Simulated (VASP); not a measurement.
Write the native input for VASP 6.6.1 that does the following.

| Property | Result |
| --- | --- |
| Task | relaxation of cell and atoms |
| Functional | PBE |
| Potentials or basis | VASP PAW PBE potentials, release 64 (Co, Ru_pv) |
| Cutoff | 600 eV |
| k mesh | 12 × 12 × 12 |
| Occupations | gaussian, width 0.1 eV |
| Spin | no spin polarisation |
| Dipole correction | no |
| Further INCAR settings | ALGO = Fast; EDIFF = 1e-07; IBRION = 2; EDIFFG = -0.01; NSW = 100; ISIF = 3 |

The structure of CoRu3 lies in POSCAR:

```
CoRu3
1.0
    3.7331614353      0.0000000000      0.0000000000
    0.0000000000      3.7331614353      0.0000000000
    0.0000000000      0.0000000000      3.7331614353
Co Ru
1 3
Direct
    0.0000000000      0.0000000000      0.0000000000
    0.0000000000      0.5000000000      0.5000000000
    0.5000000000      0.0000000000      0.5000000000
    0.5000000000      0.5000000000      0.0000000000
```

These files were run (other wordings do the same):

INCAR

```
PREC = Accurate
ENCUT = 600
EDIFF = 1E-7
ISMEAR = 0
SIGMA = 0.1
LREAL = False
LASPH = True
NELM = 100
ALGO = Fast
ISIF = 3
LWAVE = False
LCHARG = False
GGA = PE
IBRION = 2
NSW = 100
EDIFFG = -0.01
```

KPOINTS

```
Automatic mesh
0
Gamma
  12 12 12
```

Potentials or basis: VASP PAW PBE potentials, release 64 (Co, Ru_pv).

Run with:

```console
$ cat potpaw_PBE.64/Co/POTCAR potpaw_PBE.64/Ru_pv/POTCAR > POTCAR
$ mpirun -np 1 vasp_std > vasp.out
```

It gave:

* Relaxed volume: 13.00 Å³/atom
* Relaxed cell: a = 3.732 Å, b = 3.732 Å, c = 3.732 Å, α = 90.00°, β = 90.00°, γ = 90.00°
* Space group after relaxing (to 0.05 Å): Pm-3m (No. 221)
* Energy gained by relaxing: 0.0 meV/atom
* Ionic steps: 3
* Pressure after relaxing: 0.0 GPa

Run time: 6.3 min on 1 thread of Intel(R) Xeon(R) Platinum 8259CL CPU @ 2.50GHz (Skylake/Cascade Lake) (shared host), peak memory 0.28 GiB.
